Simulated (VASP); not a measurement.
# GaSi16 (a cell with a defect) in VASP: single point with PBE

Aim: the single point of GaSi16 (a cell with a defect) with PBE.

All numbers are computed with VASP 6.6.1; they aren't measurements. Logs are shortened: lines on timing, memory, paths and dates and some standing lists are left out, and cuts for length are marked.

**1. The cell of the first run**

The cell holds a defect, 17 atoms: a = 7.679 Å, b = 7.679 Å, c = 7.679 Å, α = 60.00°, β = 60.00°, γ = 60.00°.

**2. Single point, PBE, collinear spin**

Input file INCAR:

```
PREC = Accurate
ENCUT = 400
EDIFF = 1E-6
ISMEAR = -1
SIGMA = 0.02
LREAL = F
LASPH = T
NELM = 200
ALGO = Normal
ISIF = 2
LWAVE = F
LCHARG = F
ISPIN = 2
MAGMOM = 0 0 0 0 0 0 0 0 0 0 0 0 0 0 0 0 1
LORBIT = 11
GGA = PE
NBANDS = 56
GGA_COMPAT = F
```

Input file KPOINTS:

```
Automatic mesh
0
Gamma
  2 2 2
```

Input file POSCAR:

```
GaSi16
1.0
    0.0000000000      5.4300000000      5.4300000000
    5.4300000000      0.0000000000      5.4300000000
    5.4300000000      5.4300000000      0.0000000000
Si Ga
16 1
Direct
   -0.0349815838     -0.0408011050     -0.0299723757
    0.0897513812      0.0826611418      0.1157918969
   -0.0041068140     -0.0246961326      0.4854696133
    0.1176519337      0.1158839779      0.6083149171
   -0.0825598527      0.4532412523     -0.0112891344
    0.0683057090      0.5881215470      0.1290423573
   -0.0710220994      0.4908379374      0.4988674033
    0.0712062615      0.5897329650      0.6297882136
    0.5246408840     -0.0266850829     -0.0155064457
    0.5916390424      0.1151565378      0.1445856354
    0.4888213628     -0.0066850829      0.4977900552
    0.6307918969      0.1091896869      0.6153775322
    0.4570718232      0.4844567219      0.0463720074
    0.5710497238      0.6217679558      0.1738489871
    0.4647237569      0.4593462247      0.5501749540
    0.5739134438      0.6102302026      0.6684806630
    0.3124125230      0.3088029466      0.9695211786
```

Potentials or basis: VASP PAW PBE potentials, release 64 (Si, Ga_d).

On the command line:

```bash
cat potpaw_PBE.64/Si/POTCAR potpaw_PBE.64/Ga_d/POTCAR > POTCAR
mpirun -np 1 vasp_std > vasp.out
```

OUTCAR:

```text
PREC = Accurate
   ENCUT = 400
   EDIFF = 1E-6
   ISMEAR = -1
   LREAL = F
   LASPH = T
   NELM = 200
   ISIF = 2
   ISPIN = 2
   LORBIT = 11
   GGA = PE

 ion  position               nearest neighbor table
   1  0.965  0.959  0.970-   4 2.31   6 2.34  10 2.40   2 2.47
   2  0.090  0.083  0.116-   3 2.34   5 2.36   1 2.47  17 2.51   9 2.75
   3  0.996  0.975  0.485-  12 2.29   2 2.34   4 2.42   8 2.44
   4  0.118  0.116  0.608-   1 2.31  11 2.33   7 2.39   3 2.42
   5  0.917  0.453  0.989-   8 2.28  14 2.32   2 2.36  17 2.61   6 2.67
   6  0.068  0.588  0.129-   7 2.33   1 2.34  17 2.43  13 2.49   5 2.67
   7  0.929  0.491  0.499-  16 2.26   6 2.33   8 2.34   4 2.39
   8  0.071  0.590  0.630-   5 2.28   7 2.34   3 2.44  15 2.50
   9  0.525  0.973  0.984-  17 2.24  14 2.27  12 2.32  10 2.34   2 2.75
  10  0.592  0.115  0.145-  11 2.22  13 2.32   9 2.34   1 2.40  17 2.51
  11  0.489  0.993  0.498-  10 2.22   4 2.33  12 2.36  16 2.42
  12  0.631  0.109  0.615-  15 2.23   3 2.29   9 2.32  11 2.36
  13  0.457  0.484  0.046-  10 2.32  16 2.37  14 2.38   6 2.49  17 2.52
  14  0.571  0.622  0.174-   9 2.27   5 2.32  15 2.37  13 2.38
  15  0.465  0.459  0.550-  12 2.23  14 2.37  16 2.38   8 2.50  17 2.63
  16  0.574  0.610  0.668-   7 2.26  13 2.37  15 2.38  11 2.42
  17  0.312  0.309  0.970-   9 2.24   6 2.43   2 2.51  10 2.51  13 2.52   5 2.61  15 2.63

  LATTYP: Found a face centered cubic cell.
 ALAT       =    10.8600000000

  Lattice vectors:

 A1 = (   0.0000000000,   5.4300000000,   5.4300000000)
 A2 = (   5.4300000000,   0.0000000000,   5.4300000000)
 A3 = (   5.4300000000,   5.4300000000,   0.0000000000)

Analysis of symmetry for initial positions (statically):
=====================================================================
 Subroutine PRICEL returns:
 Original cell was already a primitive cell.

 Routine SETGRP: Setting up the symmetry group for a
 face centered cubic supercell.

 Subroutine GETGRP returns: Found  1 space group operations
 (whereof  1 operations were pure point group operations)
 out of a pool of 48 trial point group operations.

The static configuration has the point symmetry C_1 .

Analysis of symmetry for dynamics (positions and initial velocities):
=====================================================================
 Subroutine PRICEL returns:
 Original cell was already a primitive cell.

 Routine SETGRP: Setting up the symmetry group for a
 face centered cubic supercell.

 Subroutine GETGRP returns: Found  1 space group operations
 (whereof  1 operations were pure point group operations)
 out of a pool of 48 trial point group operations.

The dynamic configuration has the point symmetry C_1 .

Analysis of structural, dynamic, and magnetic symmetry:
=====================================================================
 Subroutine PRICEL returns:
 Original cell was already a primitive cell.

 Routine SETGRP: Setting up the symmetry group for a
 face centered cubic supercell.

 Subroutine GETGRP returns: Found  1 space group operations
 (whereof  1 operations were pure point group operations)
 out of a pool of 48 trial point group operations.

The overall configuration has the point symmetry C_1 .

 Subroutine INISYM returns: Found  1 space group operations
 (whereof  1 operations are pure point group operations),
 and found     1 'primitive' translations

----------------------------------------------------------------------------------------

                                     Primitive cell

  volume of cell :     320.2060

  direct lattice vectors                    reciprocal lattice vectors
     0.000000000  5.430000000  5.430000000    -0.092081031  0.092081031  0.092081031
     5.430000000  0.000000000  5.430000000     0.092081031 -0.092081031  0.092081031
     5.430000000  5.430000000  0.000000000     0.092081031  0.092081031 -0.092081031

  length of vectors
     7.679179644  7.679179644  7.679179644     0.159489025  0.159489025  0.159489025

  position of ions in fractional coordinates (direct lattice)
     0.965018416  0.959198895  0.970027624
     0.089751381  0.082661142  0.115791897
     0.995893186  0.975303867  0.485469613
     0.117651934  0.115883978  0.608314917
     0.917440147  0.453241252  0.988710866
     0.068305709  0.588121547  0.129042357
[... 9 lines left out ...]
     0.573913444  0.610230203  0.668480663
     0.312412523  0.308802947  0.969521179

  ion indices of the primitive-cell ions
   primitive index   ion index
                 1           1
                 2           2
                 3           3
                 4           4
                 5           5
                 6           6
[... 9 lines left out ...]
                16          16
                17          17

----------------------------------------------------------------------------------------

 KPOINTS: Automatic mesh

Automatic generation of k-mesh.
 Grid dimensions read from file:
 generate k-points for:    2    2    2

 Generating k-lattice:

  Cartesian coordinates                     Fractional coordinates (reciprocal lattice)
    -0.046040516  0.046040516  0.046040516     0.500000000  0.000000000  0.000000000
     0.046040516 -0.046040516  0.046040516     0.000000000  0.500000000  0.000000000
     0.046040516  0.046040516 -0.046040516     0.000000000  0.000000000  0.500000000

  Length of vectors
     0.079744512  0.079744512  0.079744512

  Shift w.r.t. Gamma in fractional coordinates (k-lattice)
     0.000000000  0.000000000  0.000000000

 Subroutine IBZKPT returns following result:
 ===========================================

 Found      8 irreducible k-points:

 Following reciprocal coordinates:
            Coordinates               Weight
  0.000000  0.000000  0.000000      1.000000
  0.500000  0.000000  0.000000      1.000000
  0.000000  0.500000  0.000000      1.000000
  0.000000  0.000000  0.500000      1.000000
  0.500000  0.500000  0.500000      1.000000
  0.500000  0.500000  0.000000      1.000000
  0.000000  0.500000  0.500000      1.000000
  0.500000  0.000000  0.500000      1.000000
   k-points           NKPTS =      8   k-points in BZ     NKDIM =      8   number of bands    NBANDS=     56
   number of dos      NEDOS =    301   number of ions     NIONS =     17
   total plane-waves  NPLWV = 125000
   dimension x,y,z NGX =    50 NGY =   50 NGZ =   50
   dimension x,y,z NGXF=   100 NGYF=  100 NGZF=  100
   ions per type =              16   1
   NGX,Y,Z   is equivalent  to a cutoff of  10.82, 10.82, 10.82 a.u.
   NGXF,Y,Z  is equivalent  to a cutoff of  21.65, 21.65, 21.65 a.u.
 SYSTEM =  unknown system
   PREC   = accura    normal or accurate (medium, high low for compatibility)
   ISTART =      0    job   : 0-new  1-cont  2-samecut
   ICHARG =      2    charge: 1-file 2-atom 10-const
   ISPIN  =      2    spin polarized calculation?
   LNONCOLLINEAR =      F non collinear calculations
   LSORBIT =      F    spin-orbit coupling
   LASPH  =      T    aspherical Exc in radial PAW
   ENCUT  =  400.0 eV  29.40 Ry    5.42 a.u.  12.52 12.52 12.52*2*pi/ulx,y,z
   NELM   =    200;   NELMIN=  2; NELMDL= -5     # of ELM steps
   EDIFF  = 0.1E-05   stopping-criterion for ELM
   LREAL  =      F    real-space projection
[... 7 lines left out ...]
   TEBEG  =    0.0;   TEEND  =   0.0 temperature during run
   PSTRESS=    0.0 pullay stress
   NELECT =      77.0000    total number of electrons
   NUPDOWN=      -1.0000    fix difference up-down
   EMIN   =  10.00;   EMAX   =-10.00  energy-range for DOS
   EFERMI =   0.00;   METHOD = LEGACY
   ISMEAR =    -1;   SIGMA  =   0.02  broadening in eV -4-tet -1-fermi 0-gaus
   EFERMI_NEDOS =   21; number of points for ismear=-14 and -15
   IALGO  =     38    algorithm
   IMIX   =      4    mixing-type and parameters
     AMIX     =   0.40;   BMIX     =  1.00
     AMIX_MAG =   1.60;   BMIX_MAG =  1.00
  volume/ion in A,a.u.               =      18.84       127.11
  Fermi-wavevector in a.u.,A,eV,Ry     =   1.018033  1.923804 14.100962  1.036391
  Thomas-Fermi vector in A             =   2.151468
   LORBIT       =     11    0 simple, 1 ext, 2 COOP (PROOUT), +10 PAW based schemes
   GGA     = PE    functional components
   LHFCALC =     F    Hartree Fock is set to
   AEXX    =    0.0000 exact exchange contribution
   IVDW    =     0    specifies the selected vdW correction
   LEPSILON=     F    determine dielectric tensor
   LRPA    =     F    only Hartree local field effects (RPA)
 spin polarized calculation
  energy-cutoff  :      400.00
  volume of cell :      320.21
 maximum number of plane-waves:      5817
   NGX = 25   NGY = 25   NGZ = 25

 number of electron      77.0000004 magnetization      -0.0142315

 number of electron      77.0000004 magnetization       0.0014536

 Free energy of the ion-electron system (eV)
  ---------------------------------------------------
  ext. energy  EPLUGINS =         0.00000000
  ---------------------------------------------------
  free energy    TOTEN  =       -83.99271665 eV

  energy without entropy =      -83.98383015  energy(sigma->0) =      -83.98827340

 E-fermi :   6.8295     XC(G=0):  -9.7631

 val. band max:        6.8220912094   @ k =   0.0000   0.0000   0.0000
 cond. band min:       6.8425039913   @ k =   0.0000   0.0000   0.5000
 fundamental gap:      0.0204127819
 Fermi energy:         6.8295415652

 spin component 1

 k-point     1 :       0.0000    0.0000    0.0000
  band No.  band energies     occupation
      1      -8.7548      1.00000
      2      -8.6830      1.00000
      3      -8.6341      1.00000
      4      -8.6120      1.00000
      5      -8.5934      1.00000
      6      -6.1480      1.00000
[... 42 lines left out ...]
     49       8.3760      0.00000
     50       8.7045      0.00000
[... 369 lines left out ...]
     49      10.2470      0.00000
     50      10.3442      0.00000
 Fermi energy:         6.8295415652

 spin component 2

 k-point     1 :       0.0000    0.0000    0.0000
  band No.  band energies     occupation
      1      -8.7549      1.00000
      2      -8.6831      1.00000
      3      -8.6341      1.00000
      4      -8.6121      1.00000
      5      -8.5935      1.00000
      6      -6.1479      1.00000
[... 42 lines left out ...]
     49       8.3762      0.00000
     50       8.7046      0.00000
[... 369 lines left out ...]
     49      10.2471      0.00000
     50      10.3444      0.00000
 [bands above 50 left out]

------------------------ aborting loop because EDIFF is reached ----------------------------------------

  FORCE on cell =-STRESS in cart. coord.  units (eV):
  Direction    XX          YY          ZZ          XY          YZ          ZX
  --------------------------------------------------------------------------------------
  -------------------------------------------------------------------------------------
  Total       12.0278982     11.3985437     10.9322857     -2.1679483     -4.0479566     -0.9622961
  in kB       60.1825858     57.0335581     54.7005975    -10.8475092    -20.2542865     -4.8149280
  external PRESSURE =      57.3055804 kB  Pullay stress =       0.0000000 kB

 VOLUME and BASIS-vectors are now :
 -----------------------------------------------------------------------------
  energy-cutoff  :      400.00
  volume of cell :      320.21
      direct lattice vectors                 reciprocal lattice vectors
     0.000000000  5.430000000  5.430000000    -0.092081031  0.092081031  0.092081031
     5.430000000  0.000000000  5.430000000     0.092081031 -0.092081031  0.092081031
     5.430000000  5.430000000  0.000000000     0.092081031  0.092081031 -0.092081031

 POSITION                                       TOTAL-FORCE (eV/Angst)
 -----------------------------------------------------------------------------------
     10.47570     10.50730     10.44850         1.113312      0.668913      0.415397
      1.07760      1.11610      0.93620        -0.879010      0.123890     -0.545347
      7.93200      8.04380     10.70360        -0.396270      0.690886      0.053063
      3.93240      3.94200      1.26810        -0.174885     -1.086621     -0.475390
      7.82980     10.35040      7.44280         1.180591      0.429777     -0.100107
      3.89420      1.07160      3.56440        -0.132405     -0.287168     -0.163838
[... 9 lines left out ...]
      6.94340      6.74620      6.42990         0.402100     -0.635087     -0.147488
      6.94130      6.96090      3.37320         0.965546     -1.751484      0.242706
 -----------------------------------------------------------------------------------
    total drift:                               -0.000062     -0.000095     -0.000134

  FREE ENERGIE OF THE ION-ELECTRON SYSTEM (eV)
  ---------------------------------------------------
  free  energy   TOTEN  =       -83.9927166517 eV

  energy  without entropy=      -83.9838301498  energy(sigma->0) =      -83.98827340

 total charge

# of ion       s       p       d       tot
------------------------------------------
    1        0.755   0.905   0.000   1.659
    2        0.764   0.885   0.000   1.649
    3        0.747   0.929   0.000   1.676
    4        0.744   0.936   0.000   1.680
    5        0.767   0.907   0.000   1.674
    6        0.762   0.898   0.000   1.660
[... 9 lines left out ...]
   16        0.752   0.928   0.000   1.680
   17        1.033   0.839  10.048  11.920
--------------------------------------------------
tot         13.135  15.689  10.048  38.872

 magnetization (x)

# of ion       s       p       d       tot
------------------------------------------
    1       -0.000  -0.000   0.000  -0.000
    2        0.000   0.000   0.000   0.000
    3        0.000  -0.000   0.000  -0.000
    4        0.000   0.000   0.000   0.000
    5        0.000   0.000   0.000   0.000
    6        0.000   0.000   0.000   0.000
[... 9 lines left out ...]
   16        0.000   0.000   0.000   0.000
   17       -0.000   0.000   0.000  -0.000
--------------------------------------------------
tot          0.000   0.000   0.000   0.000
```

Wall time 8.1 min (1 thread of Oxide Virtual Turin-like, shared host); peak memory 0.46 GiB.

Results:

```
Free energy                                           : -83.9927 eV
Pressure                                              : 5.7 GPa
Largest force                                         : 2.044 eV/Å
Net moment                                            : 0.00 μB per cell
Valence electrons inside the program's atomic spheres : Si 1.66, 1.65, 1.68, 1.67, 1.70, 1.71, 1.72, 1.73, 1.69 (each value once); Ga 11.92
```

Forces in eV/Å, atoms in the order of the input:
```
Si   1.113  0.669  0.415
Si  -0.879  0.124 -0.545
Si  -0.396  0.691  0.053
Si  -0.175 -1.087 -0.475
Si   1.181  0.430 -0.100
Si  -0.132 -0.287 -0.164
Si  -0.735  1.177  0.352
Si  -0.187 -0.126  1.489
Si  -0.971  0.305 -1.572
Si  -1.234  0.510  1.274
Si   0.537  1.208 -1.260
Si  -0.898  0.162 -0.520
Si   0.660 -0.340  0.936
Si  -0.652  0.352 -0.477
Si   1.402 -1.401  0.498
Si   0.402 -0.635 -0.147
Ga   0.966 -1.751  0.243
```

Levels at points of the mesh, in eV from the Fermi level:
Spin up:
| k point | band 35 | band 36 | band 37 | band 38 | band 39 | band 40 | band 41 | band 42 |
| --- | --- | --- | --- | --- | --- | --- | --- | --- |
| (0.00, 0.00, 0.00) | -1.46 | -0.93 | -0.73 | -0.47 | -0.36 | -0.30 | -0.01 | 0.13 |
| (0.50, 0.00, 0.00) | -1.55 | -1.35 | -1.00 | -0.82 | 0.06 | 0.37 | 0.57 | 0.68 |
| (0.00, 0.50, 0.00) | -1.53 | -1.26 | -1.01 | -0.69 | -0.08 | 0.12 | 0.54 | 0.88 |
| (0.00, 0.00, 0.50) | -1.37 | -1.23 | -0.89 | -0.56 | 0.01 | 0.09 | 0.82 | 0.96 |
| (0.50, 0.50, 0.50) | -1.58 | -1.40 | -1.26 | -0.64 | 0.08 | 0.31 | 0.47 | 0.88 |
| (0.50, 0.50, 0.00) | -1.87 | -1.80 | -1.69 | -0.33 | 0.13 | 0.84 | 1.17 | 1.37 |
| (0.00, 0.50, 0.50) | -1.94 | -1.69 | -1.55 | -0.67 | 0.15 | 0.73 | 1.10 | 1.18 |
| (0.50, 0.00, 0.50) | -1.87 | -1.72 | -1.64 | -0.29 | 0.27 | 0.77 | 1.22 | 1.30 |
Spin down:
| k point | band 34 | band 35 | band 36 | band 37 | band 38 | band 39 | band 40 | band 41 | band 42 | band 43 |
| --- | --- | --- | --- | --- | --- | --- | --- | --- | --- | --- |
| (0.00, 0.00, 0.00) | -1.54 | -1.46 | -0.93 | -0.73 | -0.47 | -0.36 | -0.30 | -0.01 | 0.13 | 0.28 |
| (0.50, 0.00, 0.00) | -1.70 | -1.55 | -1.35 | -1.00 | -0.82 | 0.06 | 0.37 | 0.57 | 0.68 | 0.85 |
| (0.00, 0.50, 0.00) | -1.83 | -1.53 | -1.26 | -1.01 | -0.69 | -0.08 | 0.12 | 0.54 | 0.88 | 1.04 |
| (0.00, 0.00, 0.50) | -1.89 | -1.37 | -1.23 | -0.89 | -0.56 | 0.01 | 0.09 | 0.82 | 0.96 | 1.01 |
| (0.50, 0.50, 0.50) | -1.70 | -1.58 | -1.40 | -1.26 | -0.64 | 0.08 | 0.31 | 0.48 | 0.88 | 0.99 |
| (0.50, 0.50, 0.00) | -2.06 | -1.87 | -1.80 | -1.69 | -0.33 | 0.13 | 0.84 | 1.17 | 1.37 | 1.50 |
| (0.00, 0.50, 0.50) | -2.10 | -1.94 | -1.69 | -1.55 | -0.67 | 0.15 | 0.73 | 1.10 | 1.18 | 1.57 |
| (0.50, 0.00, 0.50) | -2.20 | -1.87 | -1.72 | -1.64 | -0.29 | 0.27 | 0.77 | 1.22 | 1.30 | 1.45 |

Caveat: the k points lie up to 0.50 Å⁻¹ apart; the atoms stand as in a frame of molecular dynamics.
